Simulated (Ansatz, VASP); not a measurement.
## Two plane-wave programs on ReS

INCAR

```
SYSTEM = ReS
PREC = Accurate
ENCUT = 520
EDIFF = 1E-7
ISMEAR = 0
SIGMA = 0.1
LREAL = .FALSE.
LASPH = .TRUE.
NELM = 150
ALGO = Normal
ISIF = 2
LWAVE = .FALSE.
LCHARG = .TRUE.
ISPIN = 2
MAGMOM = 3.5 3.5 0 0
LORBIT = 11
LMAXMIX = 4
GGA = PE
LELF = .TRUE.
LVHAR = .TRUE.
NBANDS = 25
```

The input KPOINTS:

```
Automatic mesh
0
G
  12 12 8
  0 0 0
```

POSCAR

```
ReS
1.0
    3.5948908969      0.0000000000      0.0000000000
   -1.7974454484      3.1132668405      0.0000000000
    0.0000000000      0.0000000000      5.3577963613
Re S
2 2
Direct
    0.0000000000      0.0000000000      0.0000000000
    0.0000000000      0.0000000000      0.5000000000
    0.3333333333      0.6666666667      0.2500000000
    0.6666666667      0.3333333333      0.7500000000
```

Input for Ansatz:

```yaml
crystal:
  lattice:
    - [3.5948908969, 0.0, 0.0]
    - [-1.7974454484, 3.1132668405, 0.0]
    - [0.0, 0.0, 5.3577963613]
  atoms:
    - { symbol: Re, position: [0.0, 0.0, 0.0], spin: 3.5 }
    - { symbol: Re, position: [0.0, 0.0, 0.5], spin: 3.5 }
    - { symbol: S, position: [0.3333333333, 0.6666666667, 0.25] }
    - { symbol: S, position: [0.6666666667, 0.3333333333, 0.75] }
basis:
  ecutwfc: 420
kpoints:
  mp_grid: { grid: [12, 12, 8] }
hamiltonian:
  xc: pbe
scf:
  occupations: { method: gaussian, width: 0.1 }
  lower_state_search: "off"
output:
  forces: true
  stress: true
  eigenvalues: true
  populations: true
magnetization:
  spin_polarized: true
```

Alike in both runs: task single point; functional PBE; k mesh 12 × 12 × 8; occupations gaussian, width 0.1 eV; collinear spin.

|  | VASP | Ansatz |
| --- | --- | --- |
| version | VASP 6.6.1 | Ansatz 0.2.0 |
| potentials or method | VASP PAW PBE potentials, release 64 (Re, S), cutoff 520 eV | scalar-relativistic, plane waves, PAW |
| valence electrons in the cell | 26 | 42 |

VASP gave:

```
gap on the k mesh at the Fermi level (eV) : none
pressure (GPa)                            : 1.0
net moment per atom (μB)                  : 0.00
```

Q: Estimate Ansatz's values.

A: gap on the k mesh at the Fermi level (eV): none; pressure (GPa): 0.0; net moment per atom (μB): 0.00.

A gap of «none» marks a metal or a gap that the smearing closes. The functional is the same, so the differences come from potentials, cutoffs and numerics. VASP's potentials hold 26 valence electrons a cell and Ansatz's 42, so a difference there can come from the potentials and not from the codes. Ansatz's warnings: seeded moment not kept.

Neither program's run includes spin-orbit coupling.
